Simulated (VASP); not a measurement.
Na16F15 (a cell with a defect), 31 atoms in the cell. The cell holds a defect, 31 atoms: a = 8.141 Å, b = 8.141 Å, c = 8.141 Å, α = 109.47°, β = 109.47°, γ = 109.47°. 

```yaml
Program: VASP 6.6.1
Task: single point
Functional: PBE
Potentials_or_basis: VASP PAW PBE potentials, release 64 (Na_pv, F)
Cutoff: 520 eV
k_mesh: 2 × 2 × 2, shifted
Occupations: gaussian, width 0.01 eV
Spin: no spin polarisation
Dipole_correction: no
Charge: 1
Further_INCAR_settings: LREAL = Auto; ALGO = Normal; EDIFF = 1e-07; NBANDS = 130; NELECT = 216.0
```

Potentials or basis: VASP PAW PBE potentials, release 64 (Na_pv, F).

Command:

```bash
$ cat potpaw_PBE.64/Na_pv/POTCAR potpaw_PBE.64/F/POTCAR > POTCAR
$ mpirun -np 1 vasp_std > vasp.out
```

Hardware: 1 thread of Intel(R) Xeon(R) 6975P-C (Granite Rapids) (shared host).

Question: Estimate the wall time of this run.

Answer: Run time: 3.7 min on 1 thread of Intel(R) Xeon(R) 6975P-C (Granite Rapids), with other jobs on the host, peak memory 0.55 GiB. Counts: scf iterations 20, k points 2.
